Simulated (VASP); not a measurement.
A run of VASP 6.6.1 is set up as follows.

Contents of INCAR:

```
ALGO     = Normal         # electronic algorithm
EDIFF    = 1E-6           # SCF threshold, eV
ENCUT    = 500            # plane-wave cutoff, eV
GGA      = PS             # functional
GGA_COMPAT= F            
ISIF     = 2              # what is computed and relaxed
ISMEAR   = 0              # smearing method
IVDW     = 12             # dispersion correction
LASPH    = T              # aspherical terms in the spheres
LCHARG   = F              # write CHGCAR
LREAL    = F              # projectors in reciprocal space
LWAVE    = F              # write WAVECAR
NBANDS   = 30             # bands
NELM     = 120            # most SCF steps
PREC     = Accurate       # precision mode
SIGMA    = 0.15           # smearing width, eV
```

Contents of KPOINTS:

```
k-points
0
Gamma
  10 10 10
```

POSCAR

```
In3Se
1.0
    4.2435767801     -0.5161106895      0.0000000000
   -0.5161106895      4.2435767801      0.0000000000
    0.0000000000      0.0000000000      4.5876505731
In Se
3 1
Direct
    0.0000000000      0.5000000000      0.5000000000
    0.5000000000      0.0000000000      0.5000000000
    0.5000000000      0.5000000000      0.0000000000
    0.0000000000      0.0000000000      0.0000000000
```

Potentials or basis: VASP PAW PBE potentials, release 64 (In_d, Se).

Command:

```console
$ cat potpaw_PBE.64/In_d/POTCAR potpaw_PBE.64/Se/POTCAR > POTCAR
$ mpirun -np 1 vasp_std > vasp.out
```

Predict the pressure.

16.7 GPa.

Estimate the band gap on the k mesh.

zero (an odd number of electrons rules out a gap without spin polarisation).

Estimate the dispersion energy per atom.

-0.440 eV.

Stress tensor (GPa, compression positive):
```
19.34 13.35  0.00
13.35 19.34  0.00
 0.00  0.00 11.45
```

Caveat: the stress differs along the axes, from 11 to 19 GPa; the PAW data sets were made with another functional, which shifts forces and pressure a little; spin-orbit coupling is left out, which moves the levels of the heavy elements.
